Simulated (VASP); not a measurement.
# CoO (F-43m) in VASP: single point with LDA+U

Aim: the single point of CoO with LDA+U.

Everything below comes from runs of VASP 6.6.1. Logs are shortened: lines on timing, memory, paths and dates and some standing lists are left out, and cuts for length are marked.

## Step 1: The cell of the first run

The structure is cubic, space group F-43m (No. 216). The conventional cell has a = 4.687 Å, b = 4.687 Å, c = 4.687 Å, α = 90.00°, β = 90.00°, γ = 90.00°. Within 2.7 Å of Co (site symmetry -43m) lie 4 O at 2.03 Å. Within 2.7 Å of O (site symmetry -43m) lie 4 Co at 2.03 Å.

## Step 2: Single point, LDA+U, collinear spin, ferromagnetic start

Input file INCAR:

```
SYSTEM = CoO
PREC = Accurate
ENCUT = 700
EDIFF = 1E-6
ISMEAR = 0
SIGMA = 0.05
LREAL = .False.
LASPH = .True.
NELM = 200
ALGO = Normal
ISIF = 2
LWAVE = .False.
LCHARG = .False.
ISPIN = 2
MAGMOM = 3 3 0 0
LORBIT = 11
LMAXMIX = 4
LDAU = .True.
LDAUTYPE = 1
LDAUL = 2 -1
LDAUU = 2 0
LDAUJ = 0.9 0
LDAUPRINT = 1
GGA = CA
NBANDS = 35
GGA_COMPAT = .False.
```

Input file KPOINTS:

```
Automatic mesh
0
Gamma
  7 7 7
  0 0 0
```

Input file POSCAR:

```
CoO
1.0
    0.0000000000      2.3436418400      2.3436418400
    2.3436418400      0.0000000000      2.3436418400
    4.6872836800      4.6872836800      0.0000000000
Co O
2 2
Direct
    0.0000000000      0.0000000000      0.0000000000
    0.0000000000      0.0000000000      0.5000000000
    0.2500000000      0.2500000000      0.1250000000
    0.2500000000      0.2500000000      0.6250000000
```

Potentials or basis: VASP PAW LDA potentials, release 64 (Co_sv, O).

Launch:

```
> cat potpaw_LDA.64/Co_sv/POTCAR potpaw_LDA.64/O/POTCAR > POTCAR
> mpirun -np 1 vasp_std > vasp.out
```

OUTCAR:

```text
SYSTEM = CoO
   PREC = Accurate
   ENCUT = 700
   EDIFF = 1E-6
   ISMEAR = 0
   LREAL = .False.
   LASPH = .True.
   NELM = 200
   ISIF = 2
   ISPIN = 2
   LORBIT = 11
   GGA = CA

 ion  position               nearest neighbor table
   1  0.000  0.000  0.000-   3 2.03   4 2.03   3 2.03   3 2.03
   2  0.000  0.000  0.500-   3 2.03   4 2.03   4 2.03   4 2.03
   3  0.250  0.250  0.125-   1 2.03   1 2.03   1 2.03   2 2.03
   4  0.250  0.250  0.625-   2 2.03   2 2.03   1 2.03   2 2.03

  LATTYP: Found a trigonal (rhomboedric) cell.
 ALAT       =     5.7407266478
 COS(alpha) =     0.8333333333

  Lattice vectors:

 A1 = (   4.6872836800,   2.3436418400,  -2.3436418400)
 A2 = (   2.3436418400,   2.3436418400,  -4.6872836800)
 A3 = (   2.3436418400,   4.6872836800,  -2.3436418400)

Analysis of symmetry for initial positions (statically):
=====================================================================
 Subroutine PRICEL returns following result:

  LATTYP: Found a face centered cubic cell.
 ALAT       =     4.6872836800
[... 12 lines left out ...]
 Subroutine GETGRP returns: Found  6 space group operations
 (whereof  6 operations were pure point group operations)
 out of a pool of 12 trial point group operations.

The static configuration has the point symmetry C_3v.

Analysis of symmetry for dynamics (positions and initial velocities):
=====================================================================
 Subroutine PRICEL returns following result:

  LATTYP: Found a face centered cubic cell.
 ALAT       =     4.6872836800
[... 12 lines left out ...]
 Subroutine GETGRP returns: Found  6 space group operations
 (whereof  6 operations were pure point group operations)
 out of a pool of 12 trial point group operations.

The dynamic configuration has the point symmetry C_3v.

Analysis of structural, dynamic, and magnetic symmetry:
=====================================================================
 Subroutine PRICEL returns following result:

  LATTYP: Found a face centered cubic cell.
 ALAT       =     4.6872836800
[... 12 lines left out ...]
 Subroutine GETGRP returns: Found  6 space group operations
 (whereof  6 operations were pure point group operations)
 out of a pool of 12 trial point group operations.

The overall configuration has the point symmetry C_3v.

 Subroutine INISYM returns: Found  6 space group operations
 (whereof  6 operations are pure point group operations),
 and found     2 'primitive' translations

----------------------------------------------------------------------------------------

                                     Primitive cell

  volume of cell :      25.7456

  direct lattice vectors                    reciprocal lattice vectors
     0.000000000  2.343641840  2.343641840    -0.213343179  0.213343179  0.213343179
     2.343641840  0.000000000  2.343641840     0.213343179 -0.213343179  0.213343179
     2.343641840  2.343641840  0.000000000     0.213343179  0.213343179 -0.213343179

  length of vectors
     3.314410075  3.314410075  3.314410075     0.369521225  0.369521225  0.369521225

  position of ions in fractional coordinates (direct lattice)
     0.000000000  0.000000000  0.000000000
     0.250000000  0.250000000  0.250000000

  ion indices of the primitive-cell ions
   primitive index   ion index
                 1           1
                 2           3

----------------------------------------------------------------------------------------

 KPOINTS: Automatic mesh

Automatic generation of k-mesh.
 Grid dimensions read from file:
 generate k-points for:    7    7    7

 Generating k-lattice:

  Cartesian coordinates                     Fractional coordinates (reciprocal lattice)
    -0.030477597  0.030477597  0.030477597     0.142857143  0.000000000  0.000000000
     0.030477597 -0.030477597  0.030477597     0.000000000  0.142857143  0.000000000
     0.015238798  0.015238798 -0.015238798     0.000000000  0.000000000  0.142857143

  Length of vectors
     0.052788746  0.052788746  0.026394373

  Shift w.r.t. Gamma in fractional coordinates (k-lattice)
[... 74 lines left out ...]
  Fermi-wavevector in a.u.,A,eV,Ry     =   1.576702  2.979534 33.823923  2.485988
  Thomas-Fermi vector in A             =   2.677495
   LORBIT       =     11    0 simple, 1 ext, 2 COOP (PROOUT), +10 PAW based schemes
 LDA+U is selected, type is set to LDAUTYPE =  1
   angular momentum for each species LDAUL =     2   -1
   U (eV)           for each species LDAUU =   2.0  0.0
   J (eV)           for each species LDAUJ =   0.9  0.0
   GGA     = CA    functional components
   LHFCALC =     F    Hartree Fock is set to
   AEXX    =    0.0000 exact exchange contribution
   IVDW    =     0    specifies the selected vdW correction
   LEPSILON=     F    determine dielectric tensor
   LRPA    =     F    only Hartree local field effects (RPA)
 spin polarized calculation
 Gauss-broadening in eV      SIGMA  =   0.05
  energy-cutoff  :      700.00
  volume of cell :       51.49
 maximum number of plane-waves:      2185
 NGX is ok and might be reduce to    30
   NGX = 15   NGY = 15   NGZ = 29

atom =   1  type =  1  l = 2

 onsite density matrix

spin component  1

  0.9207 -0.0001  0.0000 -0.0001 -0.0000
 -0.0001  0.9207  0.0000  0.0001 -0.0000
  0.0000  0.0000  0.9095  0.0000  0.0000
 -0.0001  0.0001  0.0000  0.9207  0.0000
 -0.0000 -0.0000  0.0000  0.0000  0.9095

spin component  2

  0.1422  0.0001 -0.0001  0.0001  0.0000
  0.0001  0.1422 -0.0000 -0.0001  0.0001
 -0.0001 -0.0000  0.8447 -0.0000 -0.0000
  0.0001 -0.0001 -0.0000  0.1422 -0.0001
  0.0000  0.0001 -0.0000 -0.0001  0.8447

 occupancies and eigenvectors

  o =  0.1420  v =  0.0000  0.0000  0.0000  0.0000  0.0000 -0.5774  0.5774  0.0000  0.5774  0.0000      0.0000  0.0000  0.0000  0.0000  0.0000  0.0000  0.0000  0.0000  0.0000  0.0000
  o =  0.1422  v =  0.0000  0.0000  0.0000  0.0000  0.0000 -0.2676  0.5343 -0.0000 -0.8018 -0.0001      0.0000  0.0000  0.0000  0.0000  0.0000  0.0000  0.0000  0.0000  0.0000  0.0000
  o =  0.1422  v =  0.0000  0.0000  0.0000  0.0000  0.0000 -0.7714 -0.6174 -0.0001 -0.1540  0.0000      0.0000  0.0000  0.0000  0.0000  0.0000  0.0000  0.0000  0.0000  0.0000  0.0000
  o =  0.8447  v =  0.0000  0.0000  0.0000  0.0000  0.0000  0.0000 -0.0001 -0.1739  0.0001 -0.9848      0.0000  0.0000  0.0000  0.0000  0.0000  0.0000  0.0000  0.0000  0.0000  0.0000
  o =  0.8447  v =  0.0000  0.0000  0.0000  0.0000  0.0000 -0.0001 -0.0001  0.9848 -0.0000 -0.1739      0.0000  0.0000  0.0000  0.0000  0.0000  0.0000  0.0000  0.0000  0.0000  0.0000
  o =  0.9095  v =  0.0037  0.0024 -0.9838  0.0013  0.1793  0.0000  0.0000  0.0000  0.0000  0.0000      0.0000  0.0000  0.0000  0.0000  0.0000  0.0000  0.0000  0.0000  0.0000  0.0000
  o =  0.9095  v = -0.0007  0.0029  0.1793 -0.0036  0.9838  0.0000  0.0000  0.0000  0.0000  0.0000      0.0000  0.0000  0.0000  0.0000  0.0000  0.0000  0.0000  0.0000  0.0000  0.0000
  o =  0.9206  v = -0.2463  0.5510 -0.0014 -0.7973 -0.0044  0.0000  0.0000  0.0000  0.0000  0.0000      0.0000  0.0000  0.0000  0.0000  0.0000  0.0000  0.0000  0.0000  0.0000  0.0000
  o =  0.9206  v =  0.7784  0.6026  0.0044  0.1759 -0.0014  0.0000  0.0000  0.0000  0.0000  0.0000      0.0000  0.0000  0.0000  0.0000  0.0000  0.0000  0.0000  0.0000  0.0000  0.0000
  o =  0.9210  v = -0.5774  0.5774 -0.0000  0.5774 -0.0000  0.0000  0.0000  0.0000  0.0000  0.0000      0.0000  0.0000  0.0000  0.0000  0.0000  0.0000  0.0000  0.0000  0.0000  0.0000

atom =   2  type =  1  l = 2

 onsite density matrix

spin component  1

  0.9207 -0.0001  0.0000 -0.0001  0.0000
 -0.0001  0.9207  0.0000  0.0001 -0.0000
  0.0000  0.0000  0.9095  0.0000 -0.0000
 -0.0001  0.0001  0.0000  0.9207  0.0000
  0.0000 -0.0000 -0.0000  0.0000  0.9095

spin component  2

  0.1422  0.0001 -0.0001  0.0001 -0.0000
  0.0001  0.1422 -0.0000 -0.0001  0.0001
 -0.0001 -0.0000  0.8447 -0.0000  0.0000
  0.0001 -0.0001 -0.0000  0.1422 -0.0001
 -0.0000  0.0001  0.0000 -0.0001  0.8447

 occupancies and eigenvectors

  o =  0.1420  v =  0.0000  0.0000  0.0000  0.0000  0.0000 -0.5774  0.5774  0.0000  0.5774 -0.0000      0.0000  0.0000  0.0000  0.0000  0.0000  0.0000  0.0000  0.0000  0.0000  0.0000
  o =  0.1422  v =  0.0000  0.0000  0.0000  0.0000  0.0000 -0.5889 -0.7842 -0.0001  0.1953  0.0001      0.0000  0.0000  0.0000  0.0000  0.0000  0.0000  0.0000  0.0000  0.0000  0.0000
  o =  0.1422  v =  0.0000  0.0000  0.0000  0.0000  0.0000  0.5655 -0.2273  0.0001  0.7928  0.0001      0.0000  0.0000  0.0000  0.0000  0.0000  0.0000  0.0000  0.0000  0.0000  0.0000
  o =  0.8447  v =  0.0000  0.0000  0.0000  0.0000  0.0000  0.0000  0.0001 -0.0000 -0.0001  1.0000      0.0000  0.0000  0.0000  0.0000  0.0000  0.0000  0.0000  0.0000  0.0000  0.0000
  o =  0.8447  v =  0.0000  0.0000  0.0000  0.0000  0.0000 -0.0001 -0.0000  1.0000 -0.0000  0.0000      0.0000  0.0000  0.0000  0.0000  0.0000  0.0000  0.0000  0.0000  0.0000  0.0000
  o =  0.9095  v =  0.0029 -0.0007 -0.7627  0.0036 -0.6467  0.0000  0.0000  0.0000  0.0000  0.0000      0.0000  0.0000  0.0000  0.0000  0.0000  0.0000  0.0000  0.0000  0.0000  0.0000
  o =  0.9095  v =  0.0024  0.0037 -0.6467 -0.0013  0.7627  0.0000  0.0000  0.0000  0.0000  0.0000      0.0000  0.0000  0.0000  0.0000  0.0000  0.0000  0.0000  0.0000  0.0000  0.0000
  o =  0.9206  v =  0.6398 -0.1195  0.0036  0.7592  0.0029  0.0000  0.0000  0.0000  0.0000  0.0000      0.0000  0.0000  0.0000  0.0000  0.0000  0.0000  0.0000  0.0000  0.0000  0.0000
  o =  0.9206  v =  0.5073  0.8077  0.0029 -0.3004 -0.0036  0.0000  0.0000  0.0000  0.0000  0.0000      0.0000  0.0000  0.0000  0.0000  0.0000  0.0000  0.0000  0.0000  0.0000  0.0000
  o =  0.9210  v =  0.5774 -0.5774  0.0000 -0.5774  0.0000  0.0000  0.0000  0.0000  0.0000  0.0000      0.0000  0.0000  0.0000  0.0000  0.0000  0.0000  0.0000  0.0000  0.0000  0.0000

 number of electron      45.9999984 magnetization       5.9772196

 Free energy of the ion-electron system (eV)
  ---------------------------------------------------
  ext. energy  EPLUGINS =         0.00000000
  ---------------------------------------------------
  free energy    TOTEN  =       -28.10722885 eV

  energy without entropy =      -28.10622826  energy(sigma->0) =      -28.10672856

 E-fermi :   4.8648     XC(G=0): -11.3067

 val. band max:        4.8507378274   @ k =   0.0000   0.0000   0.1429
 cond. band min:       4.8742857597   @ k =   0.0000   0.0000   0.0000
 fundamental gap:      0.0235479324
 Fermi energy:         4.8648390834

 spin component 1

 k-point     1 :       0.0000    0.0000    0.0000
  band No.  band energies     occupation
      1     -90.3545      1.00000
      2     -90.3536      1.00000
      3     -54.1858      1.00000
      4     -54.1758      1.00000
      5     -54.1758      1.00000
      6     -54.1738      1.00000
[... 1817 lines left out ...]
     34      18.6397      0.00000
     35      20.6130      0.00000

 [... further k-points ...]

------------------------ aborting loop because EDIFF is reached ----------------------------------------

  FORCE on cell =-STRESS in cart. coord.  units (eV):
  Direction    XX          YY          ZZ          XY          YZ          ZX
  --------------------------------------------------------------------------------------
  -------------------------------------------------------------------------------------
  Total       -6.3833339     -6.3833339     -6.3833339      0.0013058     -0.0013058     -0.0013058
  in kB     -198.6206614   -198.6206614   -198.6206614      0.0406321     -0.0406321     -0.0406321
  external PRESSURE =    -198.6206614 kB  Pullay stress =       0.0000000 kB

 VOLUME and BASIS-vectors are now :
 -----------------------------------------------------------------------------
  energy-cutoff  :      700.00
  volume of cell :       51.49
      direct lattice vectors                 reciprocal lattice vectors
     0.000000000  2.343641840  2.343641840    -0.213343179  0.213343179  0.213343179
     2.343641840  0.000000000  2.343641840     0.213343179 -0.213343179  0.213343179
     4.687283680  4.687283680  0.000000000     0.106671589  0.106671589 -0.106671589

 POSITION                                       TOTAL-FORCE (eV/Angst)
 -----------------------------------------------------------------------------------
      0.00000      0.00000      0.00000         0.001300      0.001300     -0.001300
      2.34364      2.34364      0.00000         0.001300      0.001300     -0.001300
      1.17182      1.17182      1.17182        -0.001300     -0.001300      0.001300
      3.51546      3.51546      1.17182        -0.001300     -0.001300      0.001300
 -----------------------------------------------------------------------------------
    total drift:                                0.000258      0.000258     -0.000258

  FREE ENERGIE OF THE ION-ELECTRON SYSTEM (eV)
  ---------------------------------------------------
  free  energy   TOTEN  =       -28.1072288477 eV

  energy  without entropy=      -28.1062282639  energy(sigma->0) =      -28.10672856

 total charge

# of ion       s       p       d       tot
------------------------------------------
    1        2.158   6.067   6.671  14.896
    2        2.158   6.067   6.671  14.896
    3        1.532   3.390   0.000   4.922
    4        1.532   3.390   0.000   4.922
--------------------------------------------------
tot          7.380  18.914  13.342  39.636

 magnetization (x)

# of ion       s       p       d       tot
------------------------------------------
    1        0.012   0.020   2.462   2.494
    2        0.012   0.020   2.462   2.494
    3        0.018   0.256   0.000   0.274
    4        0.018   0.256   0.000   0.274
--------------------------------------------------
tot          0.060   0.552   4.924   5.536
```

Wall time 5.4 min (1 thread of Intel Xeon Platinum 8259CL at 2.50GHz (Skylake/Cascade Lake), shared host); peak memory 0.3 GiB.

Results:

```yaml
Free_energy: -28.1072 eV
Pressure: -19.9 GPa
Band_gap_on_the_k_mesh: 0.02 eV
Net_moment: 5.98 μB per cell
Site_moments: Co +2.49; O +0.27 μB
Valence_electrons_inside_the_program's_atomic_spheres: Co 14.90; O 4.92
```

Levels at points of the mesh, in eV from the valence-band top:
Spin up:
```tsv
k point	band 24	band 25	band 26	band 27	band 28	band 29
(0.00, 0.00, 0.00)	0.00	0.00	0.00	0.09	5.21	6.62
```
Spin down:
| k point | band 16 | band 17 | band 18 | band 19 | band 20 | band 21 | band 22 | band 23 | band 24 | band 25 |
| --- | --- | --- | --- | --- | --- | --- | --- | --- | --- | --- |
| (0.00, 0.00, 0.00) | -3.76 | -0.73 | -0.73 | -0.44 | -0.44 | 0.64 | 0.89 | 2.12 | 2.12 | 2.90 |

Eigenvalues of the final occupation matrices:
```tsv
site	spin	trace	eigenvalues
site 1 d	1	4.58	0.91 0.91 0.92 0.92 0.92
site 1 d	2	2.12	0.14 0.14 0.14 0.84 0.84
site 2 d	1	4.58	0.91 0.91 0.92 0.92 0.92
site 2 d	2	2.12	0.14 0.14 0.14 0.84 0.84
```

Caveat: the cell stands under tension; the smearing spreads over this small gap; semilocal functionals underestimate gaps, and a narrow one can read as zero; an odd mesh through Γ misses points on the zone boundary, where band edges can lie.
